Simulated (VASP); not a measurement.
# Bi (Pm-3m) in VASP: density of states with PBE

Aim: the density of states of Bi with PBE.

Program: VASP 6.6.1. These are calculated values, not measurements. Logs are shortened: lines on timing, memory, paths and dates and some standing lists are left out, and cuts for length are marked.

## 1. The cell of the first run

The structure is cubic, space group Pm-3m (No. 221). Conventional cell: a = 3.275 Å, b = 3.275 Å, c = 3.275 Å, α = 90.00°, β = 90.00°, γ = 90.00°. Bi (site symmetry m-3m) has 6 Bi at 3.28 Å within 4.3 Å.

## 2. Density of states, PBE

POSCAR

```
Bi
1.0
    3.2751592256      0.0000000000      0.0000000000
    0.0000000000      3.2751592256      0.0000000000
    0.0000000000      0.0000000000      3.2751592256
Bi
1
Direct
    0.0000000000      0.0000000000      0.0000000000
```

INCAR.step1

```
SYSTEM = Bi
PREC = Accurate
ENCUT = 520
EDIFF = 1E-6
ISMEAR = 0
SIGMA = 0.1
LREAL = .FALSE.
LASPH = .TRUE.
NELM = 80
ALGO = Fast
ISIF = 2
LWAVE = .FALSE.
LCHARG = .TRUE.
GGA = PE
NBANDS = 14
```

KPOINTS.step1

```
regular mesh
0
G
  16 16 16
  0 0 0
```

INCAR.step2

```
SYSTEM = Bi
PREC = Accurate
ENCUT = 520
EDIFF = 1E-6
ISMEAR = -5
SIGMA = 0.1
LREAL = .FALSE.
LASPH = .TRUE.
NELM = 80
ALGO = Fast
ISIF = 2
LWAVE = .FALSE.
LCHARG = .FALSE.
GGA = PE
LORBIT = 11
NEDOS = 2001
ICHARG = 11
```

KPOINTS.step2

```
regular mesh
0
G
  24 24 24
  0 0 0
```

Potentials or basis: VASP PAW PBE potentials, release 64 (Bi_d).

On the command line:

```sh
$ cat potpaw_PBE.64/Bi_d/POTCAR > POTCAR
$ cp INCAR.step1 INCAR
$ cp KPOINTS.step1 KPOINTS
$ mpirun -np 1 vasp_std > vasp.out
$ cp INCAR.step2 INCAR
$ cp KPOINTS.step2 KPOINTS
$ mpirun -np 1 vasp_std > vasp.out
```

OUTCAR:

```text
SYSTEM = Bi
   PREC = Accurate
   ENCUT = 520
   EDIFF = 1E-6
   ISMEAR = -5
   LREAL = .FALSE.
   LASPH = .TRUE.
   NELM = 80
   ISIF = 2
   GGA = PE
   LORBIT = 11
   ICHARG = 11

 ion  position               nearest neighbor table
   1  0.000  0.000  0.000-

  LATTYP: Found a simple cubic cell.
 ALAT       =     3.2751592256

  Lattice vectors:

 A1 = (   3.2751592256,   0.0000000000,   0.0000000000)
 A2 = (   0.0000000000,   3.2751592256,   0.0000000000)
 A3 = (   0.0000000000,   0.0000000000,   3.2751592256)

Analysis of symmetry for initial positions (statically):
=====================================================================
 Subroutine PRICEL returns:
 Original cell was already a primitive cell.

 Routine SETGRP: Setting up the symmetry group for a
 simple cubic supercell.

 Subroutine GETGRP returns: Found 48 space group operations
 (whereof 48 operations were pure point group operations)
 out of a pool of 48 trial point group operations.

The static configuration has the point symmetry O_h .

Analysis of symmetry for dynamics (positions and initial velocities):
=====================================================================
 Subroutine PRICEL returns:
 Original cell was already a primitive cell.

 Routine SETGRP: Setting up the symmetry group for a
 simple cubic supercell.

 Subroutine GETGRP returns: Found 48 space group operations
 (whereof 48 operations were pure point group operations)
 out of a pool of 48 trial point group operations.

The dynamic configuration has the point symmetry O_h .

 Subroutine INISYM returns: Found 48 space group operations
 (whereof 48 operations are pure point group operations),
 and found     1 'primitive' translations

----------------------------------------------------------------------------------------

                                     Primitive cell

  volume of cell :      35.1315

  direct lattice vectors                    reciprocal lattice vectors
     3.275159226  0.000000000  0.000000000     0.305328667  0.000000000  0.000000000
     0.000000000  3.275159226  0.000000000     0.000000000  0.305328667  0.000000000
     0.000000000  0.000000000  3.275159226     0.000000000  0.000000000  0.305328667

  length of vectors
     3.275159226  3.275159226  3.275159226     0.305328667  0.305328667  0.305328667

  position of ions in fractional coordinates (direct lattice)
     0.000000000  0.000000000  0.000000000

  ion indices of the primitive-cell ions
   primitive index   ion index
                 1           1

----------------------------------------------------------------------------------------

 KPOINTS: regular mesh

Automatic generation of k-mesh.
 Grid dimensions read from file:
 generate k-points for:   24   24   24

 Generating k-lattice:

  Cartesian coordinates                     Fractional coordinates (reciprocal lattice)
     0.012722028  0.000000000  0.000000000     0.041666667  0.000000000  0.000000000
     0.000000000  0.012722028  0.000000000     0.000000000  0.041666667  0.000000000
     0.000000000  0.000000000  0.012722028     0.000000000  0.000000000  0.041666667

  Length of vectors
     0.012722028  0.012722028  0.012722028

  Shift w.r.t. Gamma in fractional coordinates (k-lattice)
     0.000000000  0.000000000  0.000000000

 TETIRR: Found   6890 inequivalent tetrahedra from    82944

 Subroutine IBZKPT returns following result:
 ===========================================

 Found    455 irreducible k-points:

 Following reciprocal coordinates:
            Coordinates               Weight
  0.000000  0.000000  0.000000      1.000000
  0.041667  0.000000  0.000000      6.000000
  0.083333  0.000000  0.000000      6.000000
  0.125000  0.000000  0.000000      6.000000
  0.166667  0.000000  0.000000      6.000000
  0.208333  0.000000  0.000000      6.000000
[... 16 lines left out ...]
  0.416667  0.041667  0.000000     24.000000
  0.458333  0.041667  0.000000     24.000000
 [... further k-points ...]
   k-points           NKPTS =    455   k-points in BZ     NKDIM =    455   number of bands    NBANDS=     11
   number of dos      NEDOS =   2001   number of ions     NIONS =      1
   total plane-waves  NPLWV =  13824
   dimension x,y,z NGX =    24 NGY =   24 NGZ =   24
   dimension x,y,z NGXF=    48 NGYF=   48 NGZF=   48
   ions per type =               1
   NGX,Y,Z   is equivalent  to a cutoff of  12.18, 12.18, 12.18 a.u.
   NGXF,Y,Z  is equivalent  to a cutoff of  24.36, 24.36, 24.36 a.u.
 SYSTEM =  Bi
   PREC   = accura    normal or accurate (medium, high low for compatibility)
   ISTART =      0    job   : 0-new  1-cont  2-samecut
   ICHARG =     11    charge: 1-file 2-atom 10-const
   ISPIN  =      1    spin polarized calculation?
   LNONCOLLINEAR =      F non collinear calculations
   LSORBIT =      F    spin-orbit coupling
   LASPH  =      T    aspherical Exc in radial PAW
   ENCUT  =  520.0 eV  38.22 Ry    6.18 a.u.   6.09  6.09  6.09*2*pi/ulx,y,z
   NELM   =     80;   NELMIN=  2; NELMDL=  0     # of ELM steps
   EDIFF  = 0.1E-05   stopping-criterion for ELM
   LREAL  =      F    real-space projection
   EDIFFG = 0.1E-04   stopping-criterion for IOM
   NSW    =      0    number of steps for IOM
   IBRION =     -1    ionic relax: 0-MD 1-quasi-New 2-CG
   NFREE  =      0    steps in history (QN), initial steepest desc. (CG)
   ISIF   =      2    stress and relaxation
   ISYM   =      2    0-nonsym 1-usesym 2-fastsym
   POTIM  = 0.5000    time-step for ionic-motion
   TEBEG  =    0.0;   TEEND  =   0.0 temperature during run
   PSTRESS=    0.0 pullay stress
   NELECT =      15.0000    total number of electrons
   NUPDOWN=      -1.0000    fix difference up-down
   EMIN   =  10.00;   EMAX   =-10.00  energy-range for DOS
   EFERMI =   0.00;   METHOD = LEGACY
   ISMEAR =    -5;   SIGMA  =   0.10  broadening in eV -4-tet -1-fermi 0-gaus
   EFERMI_NEDOS =   21; number of points for ismear=-14 and -15
   IALGO  =     68    algorithm
   IMIX   =      4    mixing-type and parameters
     AMIX     =   0.40;   BMIX     =  1.00
     AMIX_MAG =   1.60;   BMIX_MAG =  1.00
  volume/ion in A,a.u.               =      35.13       237.08
  Fermi-wavevector in a.u.,A,eV,Ry     =   1.232744  2.329548 20.676193  1.519657
  Thomas-Fermi vector in A             =   2.367502
   LORBIT       =     11    0 simple, 1 ext, 2 COOP (PROOUT), +10 PAW based schemes
   GGA     = PE    functional components
   LHFCALC =     F    Hartree Fock is set to
   AEXX    =    0.0000 exact exchange contribution
   IVDW    =     0    specifies the selected vdW correction
   LEPSILON=     F    determine dielectric tensor
   LRPA    =     F    only Hartree local field effects (RPA)
 non-spin polarized calculation
 RMM-DIIS sequential band-by-band and
 Fermi weights with tetrahedron method with Bloechl corrections
  energy-cutoff  :      520.00
  volume of cell :       35.13
 maximum number of plane-waves:       968

 number of electron      14.9999991 magnetization

 Free energy of the ion-electron system (eV)
  ---------------------------------------------------
  ext. energy  EPLUGINS =         0.00000000
  ---------------------------------------------------
  free energy    TOTEN  =        -3.84330041 eV

  energy without entropy =       -3.84330041  energy(sigma->0) =       -3.84330041

 E-fermi :   6.3070     XC(G=0):  -9.5817

 val. band max:        6.3970530529   @ k =   0.4167   0.2917   0.2917
 cond. band min:       6.1632320695   @ k =   0.2500   0.2500   0.2500
 fundamental gap:     -0.2338209834
 Fermi energy:         6.3069692449

 k-point     1 :       0.0000    0.0000    0.0000
  band No.  band energies     occupation
      1     -16.5983      2.00000
      2     -16.5983      2.00000
      3     -16.2977      2.00000
      4     -16.2977      2.00000
      5     -16.2977      2.00000
      6      -6.6414      2.00000
      7       9.4227      0.00000
      8       9.4227      0.00000
      9       9.4227      0.00000
     10      12.5319      0.00000
     11      14.0903      0.00000

 k-point     2 :       0.0417    0.0000    0.0000
  band No.  band energies     occupation
      1     -16.5981      2.00000
      2     -16.5940      2.00000
      3     -16.2990      2.00000
      4     -16.2990      2.00000
      5     -16.2976      2.00000
      6      -6.6205      2.00000
      7       9.0816      0.00000
      8       9.4463      0.00000
      9       9.4463      0.00000
     10      12.6950      0.00000
     11      14.1074      0.00000

 k-point     3 :       0.0833    0.0000    0.0000
  band No.  band energies     occupation
      1     -16.5975      2.00000
      2     -16.5814      2.00000
      3     -16.3029      2.00000
      4     -16.3029      2.00000
      5     -16.2973      2.00000
      6      -6.5578      2.00000
      7       8.3031      0.00000
      8       9.5164      0.00000
      9       9.5164      0.00000
     10      12.9471      0.00000
     11      14.1585      0.00000

 k-point     4 :       0.1250    0.0000    0.0000
  band No.  band energies     occupation
      1     -16.5965      2.00000
      2     -16.5614      2.00000
      3     -16.3091      2.00000
      4     -16.3091      2.00000
      5     -16.2968      2.00000
      6      -6.4544      2.00000
      7       7.3731      0.00000
      8       9.6308      0.00000
      9       9.6308      0.00000
     10      13.1456      0.00000
     11      14.2438      0.00000

 k-point     5 :       0.1667    0.0000    0.0000
  band No.  band energies     occupation
      1     -16.5952      2.00000
      2     -16.5353      2.00000
      3     -16.3171      2.00000
      4     -16.3171      2.00000
      5     -16.2962      2.00000
      6      -6.3122      2.00000
      7       6.4129      0.61290
      8       9.7857      0.00000
      9       9.7857      0.00000
     10      13.3293      0.00000
     11      14.3636      0.00000
[... 211 lines left out ...]
 k-point    21 :       0.3333    0.0417    0.0000
  band No.  band energies     occupation
      1     -16.5857      2.00000
      2     -16.4077      2.00000
      3     -16.3572      2.00000
      4     -16.3555      2.00000
      5     -16.2944      2.00000
      6      -5.4334      2.00000
      7       3.0444      2.00000
      8      10.3368      0.00000
      9      10.6864      0.00000
     10      14.4909      0.00000
     11      15.3549      0.00000

 k-point    22 :       0.3750    0.0417    0.0000
  band No.  band energies     occupation
      1     -16.5844      2.00000
      2     -16.3815      2.00000
      3     -16.3652      2.00000
      4     -16.3634      2.00000
      5     -16.2937      2.00000
      6      -5.2006      2.00000
      7       2.4221      2.00000
      8      10.5651      0.00000
      9      10.9063      0.00000
     10      14.8150      0.00000
     11      15.6189      0.00000

 k-point    23 :       0.4167    0.0417    0.0000
  band No.  band energies     occupation
      1     -16.5834      2.00000
      2     -16.3713      2.00000
      3     -16.3695      2.00000
      4     -16.3615      2.00000
      5     -16.2932      2.00000
      6      -5.0007      2.00000
      7       1.9414      2.00000
      8      10.7568      0.00000
      9      11.0884      0.00000
     10      15.1649      0.00000
     11      15.8936      0.00000

 k-point    24 :       0.4583    0.0417    0.0000
  band No.  band energies     occupation
      1     -16.5828      2.00000
      2     -16.3751      2.00000
      3     -16.3733      2.00000
      4     -16.3488      2.00000
      5     -16.2929      2.00000
      6      -4.8631      2.00000
      7       1.6341      2.00000
      8      10.8865      0.00000
      9      11.2100      0.00000
     10      15.5157      0.00000
     11      16.4676      0.00000

 [... further k-points ...]

------------------------ aborting loop because EDIFF is reached ----------------------------------------

  FORCE on cell =-STRESS in cart. coord.  units (eV):
  Direction    XX          YY          ZZ          XY          YZ          ZX
  --------------------------------------------------------------------------------------
  -------------------------------------------------------------------------------------
  Total        0.0246745      0.0246745      0.0246745      0.0000000      0.0000000      0.0000000
  in kB        1.1252812      1.1252812      1.1252812      0.0000000      0.0000000      0.0000000
  external PRESSURE =       1.1252812 kB  Pullay stress =       0.0000000 kB

 VOLUME and BASIS-vectors are now :
 -----------------------------------------------------------------------------
  energy-cutoff  :      520.00
  volume of cell :       35.13
      direct lattice vectors                 reciprocal lattice vectors
     3.275159226  0.000000000  0.000000000     0.305328667  0.000000000  0.000000000
     0.000000000  3.275159226  0.000000000     0.000000000  0.305328667  0.000000000
     0.000000000  0.000000000  3.275159226     0.000000000  0.000000000  0.305328667

 POSITION                                       TOTAL-FORCE (eV/Angst)
 -----------------------------------------------------------------------------------
      0.00000      0.00000      0.00000         0.000000      0.000000      0.000000
 -----------------------------------------------------------------------------------
    total drift:                                0.000000     -0.000000      0.000000

  FREE ENERGIE OF THE ION-ELECTRON SYSTEM (eV)
  ---------------------------------------------------
  free  energy   TOTEN  =        -3.8433004071 eV

  energy  without entropy=       -3.8433004071  energy(sigma->0) =       -3.84330041

 total charge

# of ion       s       p       d       tot
------------------------------------------
    1        1.537   1.316   9.912  12.764
```

Run time: 67 s. Hardware: 1 thread of Intel Xeon Platinum 8559C (Emerald Rapids), shared host; peak memory 0.27 GiB.

What came out:

| Quantity | Value |
| --- | --- |
| Valence electrons inside the program's atomic spheres | Bi 12.76 |

Caveat: spin-orbit coupling is left out, which moves the levels of the heavy elements; tetrahedron occupations give inexact forces and stress in metals.
